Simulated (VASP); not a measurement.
# CdSe: single point with BLYP+D4

CdSe:

```xyz
2
Lattice="0.0000 3.0703 3.0703 3.0703 0.0000 3.0703 3.0703 3.0703 0.0000" Properties=species:S:1:pos:R:3 pbc="T T T"
Cd    0.0000    0.0000    0.0000
Se    1.5351    1.5351    1.5351
```

```json
{
 "Program": "VASP 6.6.1",
 "Task": "single point",
 "Functional": "BLYP",
 "Dispersion": "D4",
 "Potentials or basis": "VASP PAW PBE potentials, release 64 (Cd, Se)",
 "Cutoff": "520 eV",
 "k mesh": "8 × 8 × 8",
 "Occupations": "fermi-dirac, width 0.05 eV",
 "Spin": "no spin polarisation",
 "Dipole correction": "no",
 "Further INCAR settings": "ALGO = Normal; EDIFF = 1e-06; NBANDS = 16"
}
```

```json
{
 "Pressure": "0.6 GPa",
 "Band gap on the k mesh": "0.50 eV, direct",
 "Dispersion energy per atom": "-0.586 eV"
}
```

Levels at points of the mesh, in eV from the valence-band top:
```
           k point  band 7  band 8  band 9  band 10  band 11  band 12
(0.00, 0.00, 0.00)    0.00    0.00    0.00     0.50     5.94     5.94
(0.50, 0.00, 0.00)   -4.21   -0.71   -0.71     2.33     6.46     6.46
(0.50, 0.50, 0.00)   -3.96   -1.74   -1.74     3.28     3.72     9.05
```

Run time: 38 s on 1 thread of Intel(R) Xeon(R) Platinum 8259CL CPU @ 2.50GHz (Skylake/Cascade Lake) (shared host), peak memory 0.18 GiB.

Caveat: the PAW data sets were made with another functional, which shifts forces and pressure a little. As with any semilocal functional, this BLYP gap is likely too small.
